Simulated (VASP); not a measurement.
# TiO2 (Rutile) (P4_2/mnm) in VASP: notebook, part 2 of 2

VASP 6.6.1. The steps go on from the part before.

**3. Relaxation of cell and atoms, PBEsol**

This run uses another cell than the first one, of 10.39 Å³/atom, 1.007 times its volume.

Input file INCAR:

```
  PREC = Accurate
  ENCUT = 600
  EDIFF = 1E-6
  ISMEAR = 0
  SIGMA = 0.01
  LREAL = False
  LASPH = True
  NELM = 100
  ALGO = Normal
  ISIF = 3
  LWAVE = False
  LCHARG = False
  GGA = PS
  IBRION = 2
  NSW = 100
  EDIFFG = -0.03
```

Input file KPOINTS:

```
Automatic mesh
0
Gamma
  6 6 8
```

Input file POSCAR:

```
TiO2
1.0
    4.5922000000      0.0000000000      0.0000000000
    0.0000000000      4.5922000000      0.0000000000
    0.0000000000      0.0000000000      2.9574000000
Ti O
2 4
Direct
    0.0000000000      0.0000000000      0.0000000000
    0.5000000000      0.5000000000      0.5000000000
    0.3049600000      0.3049600000      0.0000000000
    0.1950400000      0.8049600000      0.5000000000
    0.6950400000      0.6950400000      0.0000000000
    0.8049600000      0.1950400000      0.5000000000
```

Potentials or basis: VASP PAW PBE potentials, release 64 (Ti_sv, O).

Started as:

```
cat potpaw_PBE.64/Ti_sv/POTCAR potpaw_PBE.64/O/POTCAR > POTCAR
mpirun -np 1 vasp_std > vasp.out
```

OUTCAR:

```text
PREC = Accurate
   ENCUT = 600
   EDIFF = 1E-6
   ISMEAR = 0
   LREAL = False
   LASPH = True
   NELM = 100
   ISIF = 3
   GGA = PS
   IBRION = 2
   NSW = 100
   EDIFFG = -0.03

 ion  position               nearest neighbor table
   1  0.000  0.000  0.000-   4 1.95   6 1.95   4 1.95   6 1.95   5 1.98   3 1.98
   2  0.500  0.500  0.500-   3 1.95   5 1.95   3 1.95   5 1.95   4 1.98   6 1.98
   3  0.305  0.305  0.000-   2 1.95   2 1.95   1 1.98
   4  0.195  0.805  0.500-   1 1.95   1 1.95   2 1.98
   5  0.695  0.695  0.000-   2 1.95   2 1.95   1 1.98
   6  0.805  0.195  0.500-   1 1.95   1 1.95   2 1.98

  LATTYP: Found a simple tetragonal cell.
 ALAT       =     4.5922000000
 C/A-ratio  =     0.6440050520

  Lattice vectors:

 A1 = (   4.5922000000,   0.0000000000,   0.0000000000)
 A2 = (   0.0000000000,   4.5922000000,   0.0000000000)
 A3 = (   0.0000000000,   0.0000000000,   2.9574000000)

Analysis of symmetry for initial positions (statically):
=====================================================================
 Subroutine PRICEL returns:
 Original cell was already a primitive cell.

 Routine SETGRP: Setting up the symmetry group for a
 simple tetragonal supercell.

[... 184 lines left out ...]
  --------------------------------------------------------------------------------------
  -------------------------------------------------------------------------------------
  Total       -0.2600168     -0.2600168     -0.9369205      0.0000000      0.0000000      0.0000000
  in kB       -6.6797523     -6.6797523    -24.0692013      0.0000000      0.0000000      0.0000000
  external PRESSURE =     -12.4762353 kB  Pullay stress =       0.0000000 kB
[... 107 lines left out ...]
--------------------------------------- Ionic step        4  -------------------------------------------

 number of electron      47.9999990 magnetization

 Free energy of the ion-electron system (eV)
  ---------------------------------------------------
  ext. energy  EPLUGINS =         0.00000000
  ---------------------------------------------------
  free energy    TOTEN  =       -56.10768730 eV

  energy without entropy =      -56.10768730  energy(sigma->0) =      -56.10768730

 E-fermi :   4.9899     XC(G=0): -11.7353

 val. band max:        4.7901312176   @ k =   0.0000   0.0000   0.0000
 cond. band min:       6.6211862947   @ k =   0.0000   0.0000   0.0000
 fundamental gap:      1.8310550772
 Fermi energy:         4.9898611313

 k-point     1 :       0.0000    0.0000    0.0000
  band No.  band energies     occupation
      1     -51.8441      2.00000
      2     -51.8259      2.00000
      3     -28.2733      2.00000
      4     -28.2733      2.00000
      5     -28.1001      2.00000
      6     -28.1001      2.00000
[... 733 lines left out ...]
     27       8.0024      0.00000
     28       8.0024      0.00000

 [... further k-points ...]

------------------------ aborting loop because EDIFF is reached ----------------------------------------

  FORCE on cell =-STRESS in cart. coord.  units (eV):
  Direction    XX          YY          ZZ          XY          YZ          ZX
  --------------------------------------------------------------------------------------
  -------------------------------------------------------------------------------------
  Total        0.0103631      0.0103631      0.0049248     -0.0000000      0.0000000      0.0000000
  in kB        0.2676186      0.2676186      0.1271784     -0.0000000      0.0000000      0.0000000
  external PRESSURE =       0.2208052 kB  Pullay stress =       0.0000000 kB
[... 21 lines left out ...]
  FREE ENERGIE OF THE ION-ELECTRON SYSTEM (eV)
  ---------------------------------------------------
  free  energy   TOTEN  =       -56.1076873026 eV

  energy  without entropy=      -56.1076873026  energy(sigma->0) =      -56.10768730

 reached required accuracy - stopping structural energy minimisation
```

It took 3.4 min on 1 thread of Intel Xeon Platinum 8488C (Sapphire Rapids), shared host; peak memory 0.25 GiB.

What came out:

```
Free energy                            : -56.1077 eV
Relaxed volume                         : 10.34 Å³/atom
Relaxed cell                           : a = 4.592 Å, b = 4.592 Å, c = 2.942 Å, α = 90.00°, β = 90.00°, γ = 90.00°
Space group after relaxing (to 0.05 Å) : P4_2/mnm (No. 136)
Energy gained by relaxing              : 0.5 meV/atom
Ionic steps                            : 4
Pressure after relaxing                : 0.0 GPa
Largest force after relaxing           : 0.006 eV/Å
Band gap on the k mesh                 : 1.83 eV, direct
```

Forces in eV/Å, atoms in the order of the input:
```
Ti   0.000  0.000  0.000
Ti   0.000  0.000  0.000
O    0.004  0.004  0.000
O   -0.004  0.004  0.000
O   -0.004 -0.004  0.000
O    0.004 -0.004  0.000
```

The path:
```csv
step,energy change (eV),largest force (eV/Å),pressure (GPa),volume (Å³)
1,0.0000,0.0539,-1.25,62.37
2,-0.0005,0.0651,1.73,61.64
3,-0.0023,0.0595,0.34,61.98
4,-0.0029,0.0057,0.02,62.04
```

Final structure:
```yaml
crystal:
  lattice:
    - [4.59241, 0.00000, 0.00000]
    - [0.00000, 4.59241, 0.00000]
    - [0.00000, 0.00000, 2.94172]
  atoms:
    - { symbol: Ti, position: [0.00000, 0.00000, 0.00000] }
    - { symbol: Ti, position: [0.50000, 0.50000, 0.50000] }
    - { symbol: O, position: [0.30428, 0.30428, 0.00000] }
    - { symbol: O, position: [0.19572, 0.80428, 0.50000] }
    - { symbol: O, position: [0.69572, 0.69572, 0.00000] }
    - { symbol: O, position: [0.80428, 0.19572, 0.50000] }
```

Levels at points of the mesh, in eV from the valence-band top:
| k point | band 22 | band 23 | band 24 | band 25 | band 26 | band 27 |
| --- | --- | --- | --- | --- | --- | --- |
| (0.00, 0.00, 0.00) | -0.46 | -0.46 | 0.00 | 1.83 | 2.11 | 2.40 |
| (0.50, 0.00, 0.00) | -1.64 | -0.76 | -0.76 | 2.51 | 2.51 | 3.04 |
| (0.50, 0.50, 0.00) | -1.30 | -1.09 | -1.09 | 1.87 | 1.87 | 2.53 |
| (0.00, 0.00, 0.50) | -2.43 | -1.45 | -1.45 | 2.98 | 2.98 | 3.22 |
| (0.50, 0.00, 0.50) | -2.08 | -1.06 | -1.06 | 1.88 | 1.88 | 3.24 |
| (0.50, 0.50, 0.50) | -1.31 | -0.68 | -0.68 | 2.59 | 2.59 | 3.20 |

Caveat: the PAW data sets were made with another functional, which shifts forces and pressure a little. A k mesh can miss the band edges.

**4. Relaxation of cell and atoms, PBEsol, target pressure 10 GPa, at which the enthalpy is minimised**

This run uses another cell than the first one, of 10.39 Å³/atom, 1.007 times its volume.

Input file INCAR:

```
PREC = Accurate ; ENCUT = 600
EDIFF = 1E-6 ; ISMEAR = 0
SIGMA = 0.01 ; LREAL = False
LASPH = True ; NELM = 80
ALGO = Normal ; ISIF = 3
LWAVE = False ; LCHARG = False
GGA = PS ; IBRION = 2
NSW = 100 ; EDIFFG = -0.03
PSTRESS = 100.0
```

Input file KPOINTS:

```
regular mesh
0
Gamma
  6 6 8
```

POSCAR is that of step 3.

Started as:

```
cat potpaw_PBE.64/Ti_sv/POTCAR potpaw_PBE.64/O/POTCAR > POTCAR
mpirun -np 1 vasp_std > vasp.out
```

It took 5.2 min on 1 thread of Intel Xeon 6975P-C, shared host; peak memory 0.25 GiB.

Results (log left out):

```
Free energy                                            : -56.0321 eV
Relaxed volume                                         : 9.93 Å³/atom
Relaxed cell                                           : a = 4.518 Å, b = 4.518 Å, c = 2.917 Å, α = 90.00°, β = 90.00°, γ = 90.00°
Space group after relaxing (to 0.05 Å)                 : P4_2/mnm (No. 136)
Energy change on relaxing (the enthalpy is what falls) : +12.1 meV/atom
Ionic steps                                            : 5
Pressure after relaxing                                : 10.1 GPa
Largest force after relaxing                           : 0.004 eV/Å
Band gap on the k mesh                                 : 1.87 eV, direct
```

Forces on the atoms (eV/Å):
```
Ti   0.000  0.000  0.000
Ti   0.000  0.000  0.000
O    0.003  0.003  0.000
O   -0.003  0.003  0.000
O   -0.003 -0.003  0.000
O    0.003 -0.003  0.000
```

Stress tensor (GPa, compression positive):
```
10.08  0.00  0.00
 0.00 10.08  0.00
 0.00  0.00 10.21
```

The path:
```csv
step,energy change (eV),largest force (eV/Å),pressure (GPa),volume (Å³)
1,0.0000,0.0539,-1.25,62.37
2,0.5358,0.6278,31.19,56.01
3,0.0647,0.2587,9.82,59.79
4,0.0679,0.2633,10.02,59.74
5,0.0726,0.0038,10.12,59.55
```

Final structure:
```yaml
crystal:
  lattice:
    - [4.51839, 0.00000, 0.00000]
    - [0.00000, 4.51839, 0.00000]
    - [0.00000, 0.00000, 2.91699]
  atoms:
    - { symbol: Ti, position: [0.00000, 0.00000, 0.00000] }
    - { symbol: Ti, position: [0.50000, 0.50000, 0.50000] }
    - { symbol: O, position: [0.30305, 0.30305, 0.00000] }
    - { symbol: O, position: [0.19695, 0.80305, 0.50000] }
    - { symbol: O, position: [0.69695, 0.69695, 0.00000] }
    - { symbol: O, position: [0.80305, 0.19695, 0.50000] }
```

Levels at points of the mesh, in eV from the valence-band top:
| k point | band 21 | band 22 | band 23 | band 24 | band 25 | band 26 | band 27 | band 28 |
| --- | --- | --- | --- | --- | --- | --- | --- | --- |
| (0.00, 0.00, 0.00) | -0.74 | -0.49 | -0.49 | 0.00 | 1.87 | 2.15 | 2.44 | 2.57 |
| (0.50, 0.00, 0.00) | -1.77 | -1.77 | -0.81 | -0.81 | 2.59 | 2.59 | 3.18 | 3.18 |
| (0.50, 0.50, 0.00) | -1.38 | -1.38 | -1.14 | -1.14 | 1.91 | 1.91 | 2.60 | 2.60 |
| (0.00, 0.00, 0.50) | -2.67 | -2.67 | -1.49 | -1.49 | 3.14 | 3.14 | 3.32 | 3.32 |
| (0.50, 0.00, 0.50) | -2.18 | -2.18 | -1.15 | -1.15 | 1.92 | 1.92 | 3.35 | 3.35 |
| (0.50, 0.50, 0.50) | -1.45 | -1.45 | -0.69 | -0.69 | 2.70 | 2.70 | 3.30 | 3.30 |

Caveat: the cell is relaxed towards a set pressure, so the enthalpy falls and the energy may rise; the PAW data sets were made with another functional, which shifts forces and pressure a little. Expect the measured gap to be larger: semilocal functionals such as PBEsol lack the derivative discontinuity.

**5. The runs side by side**

```tsv
task	cell	cutoff (eV)	gap on the mesh (eV)	pressure (GPa)	largest force (eV/Å)
single point	a = 4.591, b = 4.591, c = 2.939 Å, 6 atoms	520	1.84	0.6	0.02
relaxation of cell and atoms	relaxed from a = 4.592, b = 4.592, c = 2.957 Å, 6 atoms	600	1.83	0.0	0.01
relaxation of cell and atoms	relaxed to 10 GPa from a = 4.592, b = 4.592, c = 2.957 Å, 6 atoms	600	1.87	10.1	-
```

Alike in all rows: level PBEsol; potentials or basis VASP PAW PBE potentials, release 64 (Ti_sv, O); no spin polarisation; k mesh 6 × 6 × 8; smearing gaussian 0.01 eV.

Caveats: the PAW data sets were made with another functional, which shifts forces and pressure a little; the cell is relaxed towards a set pressure, so the enthalpy falls and the energy may rise (some runs).

Total energies depend on the potentials used, so only differences within one code and one set of settings carry meaning.

**6. Against experiment**

Step 2. Against the measured gap of TiO2, 3.03 eV (direct; 1.6 K; quoted in “Shallow Valence Band of Rutile GeO2 and P-type Doping”, 2020, arxiv:2011.08928), the calculated 1.84 eV is off by -1.19 eV. 2 values of this kind are on record in papers (3.03 to 3.05 eV); this one was drawn at random among those near their median. The value is that of PBEsol on a finite k mesh, which can miss the band edges, without temperature or zero-point motion. Semilocal functionals fall short of measured gaps as a rule.
